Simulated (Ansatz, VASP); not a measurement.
**One calculation of Li2O, two programs**

```
CELL_PARAMETERS angstrom
0.00000 2.25511 2.25511
2.25511 0.00000 2.25511
2.25511 2.25511 0.00000
ATOMIC_POSITIONS crystal
Li 0.25000 0.25000 0.25000
Li 0.75000 0.75000 0.75000
O 0.00000 0.00000 0.00000
```

Alike in both runs: task single point; functional PBE; k mesh 8 × 8 × 8; occupations gaussian, width 0.02 eV; no spin polarisation.

|  | VASP | Ansatz |
| --- | --- | --- |
| version | VASP 6.6.1 | Ansatz 0.2.0 |
| potentials or method | VASP PAW PBE potentials, release 64 (Li_sv, O), cutoff 750 eV | scalar-relativistic, plane waves, PAW |
| valence electrons in the cell | 12 | 12 |

Ansatz gave:

```
gap on the k mesh at the Fermi level (eV) : 5.13
least direct gap on the mesh (eV)         : 5.81
pressure (GPa)                            : 7.0
```

Estimate VASP's values.

gap on the k mesh at the Fermi level (eV): 5.12; least direct gap on the mesh (eV): 5.81; pressure (GPa): 6.8.
